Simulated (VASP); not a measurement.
# W2Br3 (R-3m) in VASP: further runs, part 2 of 2

VASP 6.6.1.

## Step 5: Single point, PBE

This run uses another cell than the first one, of 45.24 Å³/atom.

INCAR

```
SYSTEM = W2Br3
  PREC = Accurate
  ENCUT = 520
  EDIFF = 1E-6
  ISMEAR = 0
  SIGMA = 0.1
  LREAL = .False.
  LASPH = .True.
  NELM = 80
  ALGO = Normal
  ISIF = 2
  LWAVE = .False.
  LCHARG = .False.
  GGA = PE
  NBANDS = 32
```

KPOINTS

```
regular mesh
0
Gamma
  6 6 6
  0 0 0
```

POSCAR

```
W2Br3
1.0
    4.2193153845      2.4360228730      3.6677368630
   -4.2193153845      2.4360228730      3.6677368630
    0.0000000000     -4.8720457460      3.6677368630
W Br
2 3
Direct
    0.8992258958      0.8992258958      0.8992258958
    0.1007741042      0.1007741042      0.1007741042
    0.0000000000      0.5000000000      0.0000000000
    0.0000000000      0.0000000000      0.5000000000
    0.5000000000      0.0000000000      0.0000000000
```

Potentials or basis: VASP PAW PBE potentials, release 64 (W_sv, Br).

On the command line:

```bash
$ cat potpaw_PBE.64/W_sv/POTCAR potpaw_PBE.64/Br/POTCAR > POTCAR
$ mpirun -np 1 vasp_std > vasp.out
```

OUTCAR:

```text
SYSTEM = W2Br3
   PREC = Accurate
   ENCUT = 520
   EDIFF = 1E-6
   ISMEAR = 0
   LREAL = .False.
   LASPH = .True.
   NELM = 80
   ISIF = 2
   GGA = PE

 ion  position               nearest neighbor table
   1  0.899  0.899  0.899-   2 2.22   4 2.54   3 2.54   5 2.54
   2  0.101  0.101  0.101-   1 2.22   4 2.54   3 2.54   5 2.54
   3  0.000  0.500  0.000-   1 2.54   2 2.54
   4  0.000  0.000  0.500-   1 2.54   2 2.54
   5  0.500  0.000  0.000-   1 2.54   2 2.54

  LATTYP: Found a trigonal (rhomboedric) cell.
 ALAT       =     6.0982885671
 COS(alpha) =     0.0425898401

  Lattice vectors:

 A1 = (   4.2193153845,   2.4360228730,   3.6677368630)
 A2 = (  -4.2193153845,   2.4360228730,   3.6677368630)
 A3 = (   0.0000000000,  -4.8720457460,   3.6677368630)

Analysis of symmetry for initial positions (statically):
=====================================================================
 Subroutine PRICEL returns:
 Original cell was already a primitive cell.

 Routine SETGRP: Setting up the symmetry group for a
 trigonal (rhombohedral) supercell.

 Subroutine GETGRP returns: Found 12 space group operations
 (whereof 12 operations were pure point group operations)
 out of a pool of 12 trial point group operations.

The static configuration has the point symmetry D_3d.

Analysis of symmetry for dynamics (positions and initial velocities):
=====================================================================
 Subroutine PRICEL returns:
 Original cell was already a primitive cell.

 Routine SETGRP: Setting up the symmetry group for a
 trigonal (rhombohedral) supercell.

 Subroutine GETGRP returns: Found 12 space group operations
 (whereof 12 operations were pure point group operations)
 out of a pool of 12 trial point group operations.

[... 122 lines left out ...]
   EFERMI_NEDOS =   21; number of points for ismear=-14 and -15
   IALGO  =     38    algorithm
   IMIX   =      4    mixing-type and parameters
     AMIX     =   0.40;   BMIX     =  1.00
     AMIX_MAG =   1.60;   BMIX_MAG =  1.00
  volume/ion in A,a.u.               =      45.24       305.28
  Fermi-wavevector in a.u.,A,eV,Ry     =   0.983217  1.858010 13.152958  0.966715
  Thomas-Fermi vector in A             =   2.114358
   LORBIT       =      0    0 simple, 1 ext, 2 COOP (PROOUT), +10 PAW based schemes
   GGA     = PE    functional components
   LHFCALC =     F    Hartree Fock is set to
   AEXX    =    0.0000 exact exchange contribution
   IVDW    =     0    specifies the selected vdW correction
   LEPSILON=     F    determine dielectric tensor
   LRPA    =     F    only Hartree local field effects (RPA)
 non-spin polarized calculation
 Gauss-broadening in eV      SIGMA  =   0.10
  energy-cutoff  :      520.00
  volume of cell :      226.19
 maximum number of plane-waves:      6139
 NGX is ok and might be reduce to    48
   NGX = 23   NGY = 23   NGZ = 23

 number of electron      48.9999996 magnetization

 Free energy of the ion-electron system (eV)
  ---------------------------------------------------
  ext. energy  EPLUGINS =         0.00000000
  ---------------------------------------------------
  free energy    TOTEN  =       -27.55651461 eV

  energy without entropy =      -27.53659256  energy(sigma->0) =      -27.54655358

 E-fermi :   0.8472     XC(G=0):  -6.5842

 val. band max:        0.8376160843   @ k =  -0.3333   0.1667   0.1667
 cond. band min:       0.8499067748   @ k =   0.5000   0.5000   0.5000
 fundamental gap:      0.0122906904
 Fermi energy:         0.8471997575

 k-point     1 :       0.0000    0.0000    0.0000
  band No.  band energies     occupation
      1     -73.3433      2.00000
      2     -73.0416      2.00000
      3     -38.4883      2.00000
      4     -37.7396      2.00000
      5     -37.7396      2.00000
      6     -37.4290      2.00000
[... 829 lines left out ...]
     31       4.4597      0.00000
     32       4.7958      0.00000

 [... further k-points ...]

------------------------ aborting loop because EDIFF is reached ----------------------------------------

  FORCE on cell =-STRESS in cart. coord.  units (eV):
  Direction    XX          YY          ZZ          XY          YZ          ZX
  --------------------------------------------------------------------------------------
  -------------------------------------------------------------------------------------
  Total        0.1085969      0.1085969      0.8603365      0.0000000      0.0000000      0.0000000
  in kB        0.7692282      0.7692282      6.0940518      0.0000000      0.0000000      0.0000000
  external PRESSURE =       2.5441694 kB  Pullay stress =       0.0000000 kB

 VOLUME and BASIS-vectors are now :
 -----------------------------------------------------------------------------
  energy-cutoff  :      520.00
  volume of cell :      226.19
      direct lattice vectors                 reciprocal lattice vectors
     4.219315384  2.436022873  3.667736863     0.118502637  0.068417529  0.090882565
    -4.219315384  2.436022873  3.667736863    -0.118502637  0.068417529  0.090882565
     0.000000000 -4.872045746  3.667736863     0.000000000 -0.136835059  0.090882565

 POSITION                                       TOTAL-FORCE (eV/Angst)
 -----------------------------------------------------------------------------------
      0.00000      0.00000      9.89437        -0.000000     -0.000000     -0.373097
      0.00000      0.00000      1.10884        -0.000000      0.000000      0.373097
     -2.10966      1.21801      1.83387         0.000000      0.000000      0.000000
      0.00000     -2.43602      1.83387        -0.000000      0.000000      0.000000
      2.10966      1.21801      1.83387        -0.000000     -0.000000     -0.000000
 -----------------------------------------------------------------------------------
    total drift:                               -0.000000      0.000000     -0.000000

  FREE ENERGIE OF THE ION-ELECTRON SYSTEM (eV)
  ---------------------------------------------------
  free  energy   TOTEN  =       -27.5565146055 eV

  energy  without entropy=      -27.5365925592  energy(sigma->0) =      -27.54655358
```

OSZICAR:

```text
N       E                     dE             d eps       ncg     rms          rms(c)
DAV:   1     0.452585566162E+03    0.45259E+03   -0.24931E+04  2376   0.132E+03
DAV:   2     0.524258345032E+01   -0.44734E+03   -0.43367E+03  2568   0.329E+02
DAV:   3    -0.279270803219E+02   -0.33170E+02   -0.32302E+02  2568   0.849E+01
DAV:   4    -0.288527529440E+02   -0.92567E+00   -0.91815E+00  2496   0.154E+01
DAV:   5    -0.288711424510E+02   -0.18390E-01   -0.18377E-01  2568   0.223E+00    0.232E+01
DAV:   6    -0.277396954048E+02    0.11314E+01   -0.18315E+00  2312   0.932E+00    0.109E+01
DAV:   7    -0.275622598764E+02    0.17744E+00   -0.12413E+00  2264   0.538E+00    0.150E+00
DAV:   8    -0.275563283496E+02    0.59315E-02   -0.10232E-01  2416   0.252E+00    0.683E-01
DAV:   9    -0.275565945568E+02   -0.26621E-03   -0.10968E-02  2336   0.686E-01    0.154E-01
DAV:  10    -0.275566042926E+02   -0.97358E-05   -0.11087E-03  2176   0.293E-01    0.777E-02
DAV:  11    -0.275565894379E+02    0.14855E-04   -0.13240E-04  2280   0.727E-02    0.224E-02
DAV:  12    -0.275565327065E+02    0.56731E-04   -0.47862E-05  2168   0.608E-02    0.556E-03
DAV:  13    -0.275565173393E+02    0.15367E-04   -0.78861E-06  2200   0.197E-02    0.430E-03
DAV:  14    -0.275565150562E+02    0.22832E-05   -0.48108E-06  2144   0.168E-02    0.242E-03
DAV:  15    -0.275565146055E+02    0.45072E-06   -0.11359E-06  1888   0.886E-03
   1 F= -.27556515E+02 E0= -.27546554E+02  d E =-.199220E-01
```

Run time: 6.6 min. Hardware: 1 thread of Oxide Virtual Turin-like, shared host; peak memory 0.4 GiB.

What came out:

* Free energy: -27.5565 eV
* Pressure: 0.3 GPa
* Largest force: 0.373 eV/Å
* Band gap on the k mesh: zero (an odd number of electrons rules out a gap without spin polarisation)

Forces in eV/Å, atoms in the order of the input:
```
W    0.000  0.000 -0.373
W    0.000  0.000  0.373
Br   0.000  0.000  0.000
Br   0.000  0.000  0.000
Br   0.000  0.000  0.000
```

Stress tensor (GPa, compression positive):
```
0.08 0.00 0.00
0.00 0.08 0.00
0.00 0.00 0.61
```

Caveat: spin-orbit coupling is left out, which moves the levels of the heavy elements; an odd number of electrons without spin polarisation forces a metal; a magnetic or distorted state may lie lower.

## Step 6: Overview

```tsv
task	cell	k mesh	cutoff (eV)	gap on the mesh (eV)	pressure (GPa)	largest force (eV/Å)
single point	a = 5.683 Å, angles 90.9°, 5 atoms, atomic positions A	3 × 3 × 3	520	none	1.7	2.09
single point	a = 6.057 Å, angles 88.6°, 5 atoms, atomic positions B	3 × 3 × 3	520	none	0.3	0.36
relaxation of cell and atoms	relaxed from a = 5.683 Å, angles 90.9°, 5 atoms, atomic positions A	3 × 3 × 3	600	none	0.0	0.02
single point	a = 6.098 Å, angles 87.6°, 5 atoms, atomic positions C	6 × 6 × 6	520	none	0.3	0.37
```

Alike in all rows: level PBE; potentials or basis VASP PAW PBE potentials, release 64 (W_sv, Br); no spin polarisation; smearing gaussian 0.1 eV.

Caveats: some runs use coarse meshes; spin-orbit coupling is left out, which moves the levels of the heavy elements; an odd number of electrons without spin polarisation forces a metal; a magnetic or distorted state may lie lower; the volume moved by over 15 % at a fixed basis, so the end points are rough (at least some runs).

Absolute energies hang on the potentials; compare differences alone.
